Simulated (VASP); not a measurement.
# Ti in VASP: further runs, part 2 of 2

VASP 6.6.1. Earlier steps stand in the parts before.

**3. Single point, PBE**

Input file INCAR:

```
SYSTEM = Ti
PREC = Accurate
ENCUT = 520
EDIFF = 1E-6
ISMEAR = -1
SIGMA = 0.05
LREAL = .False.
LASPH = .True.
NELM = 100
ALGO = Normal
ISIF = 2
LWAVE = .False.
LCHARG = .True.
LDIPOL = .True.
IDIPOL = 3
DIPOL = 0.5 0.5 0.500
GGA = PE
LELF = .True.
LVHAR = .True.
LVACPOTAV = .True.
NBANDS = 45
```

Input file KPOINTS:

```
Automatic mesh
0
Gamma
  13 13 1
  0 0 0
```

Input file POSCAR:

```
Ti
1.0
    2.9399472392      0.0000000000      0.0000000000
   -1.4699736196      2.5460689949      0.0000000000
    0.0000000000      0.0000000000     27.6197000000
Ti
6
Direct
    0.8333333333      0.1666666667      0.2937321883
    0.1666666667      0.8333333333      0.3719441378
    0.8333333333      0.1666666667      0.4585747038
    0.1666666667      0.8333333333      0.5414253265
    0.8333333333      0.1666666667      0.6280558509
    0.1666666667      0.8333333333      0.7062677927
```

Potentials or basis: VASP PAW PBE potentials, release 64 (Ti_sv).

The run is started by

```sh
$ cat potpaw_PBE.64/Ti_sv/POTCAR > POTCAR
$ mpirun -np 1 vasp_std > vasp.out
```

OUTCAR:

```text
SYSTEM = Ti
   PREC = Accurate
   ENCUT = 520
   EDIFF = 1E-6
   ISMEAR = -1
   LREAL = .False.
   LASPH = .True.
   NELM = 100
   ISIF = 2
   GGA = PE

 ion  position               nearest neighbor table
   1  0.833  0.167  0.294-   2 2.75   2 2.75   2 2.75
   2  0.167  0.833  0.372-   1 2.75   1 2.75   1 2.75
   3  0.833  0.167  0.459-   4 2.85   4 2.85   4 2.85
   4  0.167  0.833  0.541-   3 2.85   3 2.85   3 2.85
   5  0.833  0.167  0.628-   6 2.75   6 2.75   6 2.75
   6  0.167  0.833  0.706-   5 2.75   5 2.75   5 2.75

  LATTYP: Found a hexagonal cell.
 ALAT       =     2.9399472392
 C/A-ratio  =     9.3946243768

  Lattice vectors:

 A1 = (   2.9399472392,   0.0000000000,   0.0000000000)
 A2 = (  -1.4699736196,   2.5460689949,   0.0000000000)
 A3 = (   0.0000000000,   0.0000000000,  27.6197000000)

Analysis of symmetry for initial positions (statically):
=====================================================================
 Subroutine PRICEL returns:
 Original cell was already a primitive cell.

 Routine SETGRP: Setting up the symmetry group for a
[... 182 lines left out ...]
 fundamental gap:      0.0036063057
 Fermi energy:         2.1317512315

 k-point     1 :       0.0000    0.0000    0.0000
  band No.  band energies     occupation
      1     -54.7774      2.00000
      2     -54.7769      2.00000
      3     -54.7118      2.00000
      4     -54.6401      2.00000
      5     -54.5613      2.00000
      6     -54.5566      2.00000
[... 997 lines left out ...]
     44       3.5854      0.00000
     45       3.6391      0.00000

------------------------ aborting loop because EDIFF is reached ----------------------------------------

  FORCE on cell =-STRESS in cart. coord.  units (eV):
  Direction    XX          YY          ZZ          XY          YZ          ZX
  --------------------------------------------------------------------------------------
  -------------------------------------------------------------------------------------
  Total       -0.6551907     -0.6551907     -0.2046053      0.0000000      0.0000000      0.0000000
  in kB       -5.0774970     -5.0774970     -1.5856190      0.0000000      0.0000000      0.0000000
  external PRESSURE =      -3.9135376 kB  Pullay stress =       0.0000000 kB

 VOLUME and BASIS-vectors are now :
 -----------------------------------------------------------------------------
  energy-cutoff  :      520.00
  volume of cell :      206.74
      direct lattice vectors                 reciprocal lattice vectors
     2.939947239  0.000000000  0.000000000     0.340142159  0.196381167  0.000000000
    -1.469973620  2.546068995  0.000000000     0.000000000  0.392762334  0.000000000
     0.000000000  0.000000000 27.619700000     0.000000000  0.000000000  0.036206041

 POSITION                                       TOTAL-FORCE (eV/Angst)
 -----------------------------------------------------------------------------------
      2.20496      0.42434      8.11279         0.000000     -0.000000      0.016234
     -0.73499      2.12172     10.27299        -0.000000      0.000000     -0.001629
      2.20496      0.42434     12.66570        -0.000000      0.000000      0.001426
     -0.73499      2.12172     14.95401         0.000000     -0.000000     -0.001426
      2.20496      0.42434     17.34671        -0.000000     -0.000000      0.001629
     -0.73499      2.12172     19.50690         0.000000      0.000000     -0.016234
 -----------------------------------------------------------------------------------
    total drift:                               -0.000002      0.000001      0.000013

  FREE ENERGIE OF THE ION-ELECTRON SYSTEM (eV)
  ---------------------------------------------------
  free  energy   TOTEN  =       -45.2199788529 eV

  energy  without entropy=      -45.1468455841  energy(sigma->0) =      -45.18341222

 vacuum level on the upper side and lower side of the slab         6.529         6.529
```

OSZICAR:

```text
N       E                     dE             d eps       ncg     rms          rms(c)
DAV:   1     0.954619096389E+03    0.95462E+03   -0.39419E+04  2122   0.174E+03
DAV:   2     0.829104502221E+02   -0.87171E+03   -0.85861E+03  1925   0.553E+02
DAV:   3    -0.279096692424E+02   -0.11082E+03   -0.10766E+03  3045   0.173E+02
[... 24 lines left out ...]
DAV:  28    -0.452199680934E+02   -0.92072E-05   -0.21933E-06  1528   0.108E-02    0.344E-03
DAV:  29    -0.452199734471E+02   -0.53537E-05   -0.50404E-07  1138   0.592E-03    0.186E-03
DAV:  30    -0.452199769112E+02   -0.34641E-05   -0.44247E-07  1134   0.443E-03    0.254E-03
DAV:  31    -0.452199785904E+02   -0.16792E-05   -0.38227E-07  1077   0.556E-03    0.171E-03
DAV:  32    -0.452199788529E+02   -0.26254E-06   -0.94455E-08  1035   0.259E-03
   1 F= -.45219979E+02 E0= -.45183412E+02  d E =-.731333E-01
```

Run time: 7.8 min. Hardware: 1 thread of Intel Xeon Platinum 8259CL at 2.50GHz (Skylake/Cascade Lake), shared host; peak memory 0.4 GiB.

Results:

```
Free energy            : -45.2200 eV
Largest force          : 0.016 eV/Å
Band gap on the k mesh : zero (band 36 reaches 2.74 eV, above the bottom of band 37 at 1.71 eV)
```

Forces in eV/Å, atoms in the order of the input:
```
Ti   0.000  0.000  0.016
Ti   0.000  0.000 -0.002
Ti   0.000  0.000  0.001
Ti   0.000  0.000 -0.001
Ti   0.000  0.000  0.002
Ti   0.000  0.000 -0.016
```

Levels at points of the mesh, in eV from the Fermi level:
| k point | band 34 | band 35 | band 36 | band 37 | band 38 | band 39 | band 40 | band 41 |
| --- | --- | --- | --- | --- | --- | --- | --- | --- |
| (0.00, 0.00, 0.00) | 0.41 | 0.61 | 0.61 | 0.61 | 0.62 | 0.62 | 0.71 | 0.71 |

**4. Single point, PBE**

Input file INCAR:

```
PREC     = Accurate       # precision mode
ENCUT    = 520            # plane-wave cutoff, eV
EDIFF    = 1E-7           # SCF threshold, eV
ISMEAR   = -1             # smearing method
SIGMA    = 0.05           # smearing width, eV
LREAL    = F              # projectors in reciprocal space
LASPH    = T              # aspherical terms in the spheres
NELM     = 60             # most SCF steps
ALGO     = Normal         # electronic algorithm
ISIF     = 2              # what is computed and relaxed
LWAVE    = F              # write WAVECAR
LCHARG   = F              # write CHGCAR
LDIPOL   = T            
IDIPOL   = 3            
DIPOL    = 0.5 0.5 0.500
GGA      = PE             # functional
NBANDS   = 45             # bands
```

Input file KPOINTS:

```
Automatic mesh
0
Gamma
  13 13 1
```

POSCAR is that of step 3.

Potentials or basis: VASP PAW PBE potentials, release 64 (Ti_sv).

The run is started by

```sh
$ cat potpaw_PBE.64/Ti_sv/POTCAR > POTCAR
$ mpirun -np 1 vasp_std > vasp.out
```

OUTCAR:

```text
PREC = Accurate
   ENCUT = 520
   EDIFF = 1E-7
   ISMEAR = -1
   LREAL = F
   LASPH = T
   NELM = 60
   ISIF = 2
   GGA = PE

 ion  position               nearest neighbor table
   1  0.833  0.167  0.294-   2 2.75   2 2.75   2 2.75
   2  0.167  0.833  0.372-   1 2.75   1 2.75   1 2.75
   3  0.833  0.167  0.459-   4 2.85   4 2.85   4 2.85
   4  0.167  0.833  0.541-   3 2.85   3 2.85   3 2.85
   5  0.833  0.167  0.628-   6 2.75   6 2.75   6 2.75
   6  0.167  0.833  0.706-   5 2.75   5 2.75   5 2.75

  LATTYP: Found a hexagonal cell.
 ALAT       =     2.9399472392
 C/A-ratio  =     9.3946243768

  Lattice vectors:

 A1 = (   2.9399472392,   0.0000000000,   0.0000000000)
 A2 = (  -1.4699736196,   2.5460689949,   0.0000000000)
 A3 = (   0.0000000000,   0.0000000000,  27.6197000000)

Analysis of symmetry for initial positions (statically):
=====================================================================
 Subroutine PRICEL returns:
 Original cell was already a primitive cell.

 Routine SETGRP: Setting up the symmetry group for a
 hexagonal supercell.

 Subroutine GETGRP returns: Found 12 space group operations
 (whereof  4 operations were pure point group operations)
 out of a pool of 24 trial point group operations.

The static configuration has the point symmetry C_2h.
 The point group associated with its full space group is D_3d.

Analysis of symmetry for dynamics (positions and initial velocities):
=====================================================================
 Subroutine PRICEL returns:
 Original cell was already a primitive cell.

 Routine SETGRP: Setting up the symmetry group for a
[... 132 lines left out ...]
  volume/ion in A,a.u.               =      34.46       232.53
  Fermi-wavevector in a.u.,A,eV,Ry     =   1.151797  2.176582 18.049997  1.326637
  Thomas-Fermi vector in A             =   2.288453
   LORBIT       =      0    0 simple, 1 ext, 2 COOP (PROOUT), +10 PAW based schemes
   GGA     = PE    functional components
   LHFCALC =     F    Hartree Fock is set to
   AEXX    =    0.0000 exact exchange contribution
   IVDW    =     0    specifies the selected vdW correction
   LEPSILON=     F    determine dielectric tensor
   LRPA    =     F    only Hartree local field effects (RPA)
 non-spin polarized calculation
  energy-cutoff  :      520.00
  volume of cell :      206.74
 maximum number of plane-waves:      5683
 NGX is ok and might be reduce to    24
   NGX = 11   NGY = 11   NGZ =103

 dipolmoment           0.000000      0.000000      0.000000 electrons x Angstroem

 number of electron      71.9999992 magnetization

 dipolmoment           0.000000      0.000000     -0.000000 electrons x Angstroem

 Free energy of the ion-electron system (eV)
  ---------------------------------------------------
  ext. energy  EPLUGINS =         0.00000000
  ---------------------------------------------------
  free energy    TOTEN  =       -45.21997910 eV

  energy without entropy =      -45.14684708  energy(sigma->0) =      -45.18341309

 E-fermi :   2.1319     XC(G=0):  -6.5055

 val. band max:        2.1313788436   @ k =   0.1538   0.0769   0.0000
 cond. band min:       2.1349647057   @ k =   0.0769   0.0769   0.0000
 fundamental gap:      0.0035858621
 Fermi energy:         2.1318508453

 k-point     1 :       0.0000    0.0000    0.0000
  band No.  band energies     occupation
      1     -54.7772      2.00000
      2     -54.7767      2.00000
      3     -54.7117      2.00000
      4     -54.6399      2.00000
      5     -54.5612      2.00000
      6     -54.5566      2.00000
[... 997 lines left out ...]
     44       3.5855      0.00000
     45       3.6392      0.00000

------------------------ aborting loop because EDIFF is reached ----------------------------------------

 vacuum level on the upper side and lower side of the slab       (xc-potential included)        -0.147        -0.148

  FORCE on cell =-STRESS in cart. coord.  units (eV):
  Direction    XX          YY          ZZ          XY          YZ          ZX
  --------------------------------------------------------------------------------------
  -------------------------------------------------------------------------------------
  Total       -0.6592152     -0.6592152     -0.2086499      0.0000000     -0.0000000     -0.0000000
  in kB       -5.1086849     -5.1086849     -1.6169633      0.0000000     -0.0000000     -0.0000000
  external PRESSURE =      -3.9447777 kB  Pullay stress =       0.0000000 kB

 VOLUME and BASIS-vectors are now :
 -----------------------------------------------------------------------------
  energy-cutoff  :      520.00
  volume of cell :      206.74
      direct lattice vectors                 reciprocal lattice vectors
     2.939947239  0.000000000  0.000000000     0.340142159  0.196381167  0.000000000
    -1.469973620  2.546068995  0.000000000     0.000000000  0.392762334  0.000000000
     0.000000000  0.000000000 27.619700000     0.000000000  0.000000000  0.036206041

 POSITION                                       TOTAL-FORCE (eV/Angst)
 -----------------------------------------------------------------------------------
      2.20496      0.42434      8.11279        -0.000000     -0.000000      0.016286
     -0.73499      2.12172     10.27299         0.000000     -0.000000     -0.001486
      2.20496      0.42434     12.66570         0.000000     -0.000000      0.001384
     -0.73499      2.12172     14.95401        -0.000000      0.000000     -0.001384
      2.20496      0.42434     17.34671         0.000000      0.000000      0.001486
     -0.73499      2.12172     19.50690        -0.000000     -0.000000     -0.016286
 -----------------------------------------------------------------------------------
    total drift:                               -0.000002      0.000001      0.000013

  FREE ENERGIE OF THE ION-ELECTRON SYSTEM (eV)
  ---------------------------------------------------
  free  energy   TOTEN  =       -45.2199790985 eV

  energy  without entropy=      -45.1468470826  energy(sigma->0) =      -45.18341309

 vacuum level on the upper side and lower side of the slab         6.400         6.401
```

Run time: 8.9 min. Hardware: 1 thread of Intel Xeon Platinum 8259CL at 2.50GHz (Skylake/Cascade Lake), shared host; peak memory 0.4 GiB.

What came out:

```
Free energy            : -45.2200 eV
Largest force          : 0.016 eV/Å
Band gap on the k mesh : zero (band 36 reaches 2.74 eV, above the bottom of band 37 at 1.71 eV)
```

Forces on the atoms (eV/Å):
```
Ti   0.000  0.000  0.016
Ti   0.000  0.000 -0.001
Ti   0.000  0.000  0.001
Ti   0.000  0.000 -0.001
Ti   0.000  0.000  0.001
Ti   0.000  0.000 -0.016
```

Levels at points of the mesh, in eV from the Fermi level:
| k point | band 34 | band 35 | band 36 | band 37 | band 38 | band 39 | band 40 | band 41 |
| --- | --- | --- | --- | --- | --- | --- | --- | --- |
| (0.00, 0.00, 0.00) | 0.41 | 0.61 | 0.61 | 0.61 | 0.62 | 0.62 | 0.71 | 0.71 |
